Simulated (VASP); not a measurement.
Write the native input for VASP 6.6.1 that does the following.

* Task: single point
* Functional: PBE
* Potentials or basis: VASP PAW PBE potentials, release 64 (Mg)
* Cutoff: 520 eV
* k mesh: 16 × 16 × 14
* Occupations: fermi-dirac, width 0.1 eV
* Spin: no spin polarisation
* Dipole correction: no
* Further INCAR settings: ALGO = Normal; EDIFF = 1e-06; NBANDS = 7

The structure of Mg lies in POSCAR:

```
Mg
1.0
    2.8270121778      0.0000000000      0.0000000000
   -1.4135060889      2.4482643628      0.0000000000
    0.0000000000      0.0000000000      2.7119019377
Mg
1
Direct
    0.0000000000      0.0000000000      0.0000000000
```

This isn't the form of Mg at room conditions, which is hcp.

These files were run (other wordings do the same):

INCAR

```
  PREC = Accurate
  ENCUT = 520
  EDIFF = 1E-6
  ISMEAR = -1
  SIGMA = 0.1
  LREAL = False
  LASPH = True
  NELM = 80
  ALGO = Normal
  ISIF = 2
  LWAVE = False
  LCHARG = False
  GGA = PE
  NBANDS = 7
```

KPOINTS

```
Automatic mesh
0
Gamma
  16 16 14
```

Potentials or basis: VASP PAW PBE potentials, release 64 (Mg).

Run with:

```bash
$ cat potpaw_PBE.64/Mg/POTCAR > POTCAR
$ mpirun -np 1 vasp_std > vasp.out
```

Results of the run:

- Pressure: 15.0 GPa
- Band gap on the k mesh: zero (bands 1 and 2 overlap by 6.15 eV)

Caveat: the cell stands under pressure.

Wall time 22 s on 1 thread of Intel Xeon 8259CL, on a shared host, peak memory 0.15 GiB.
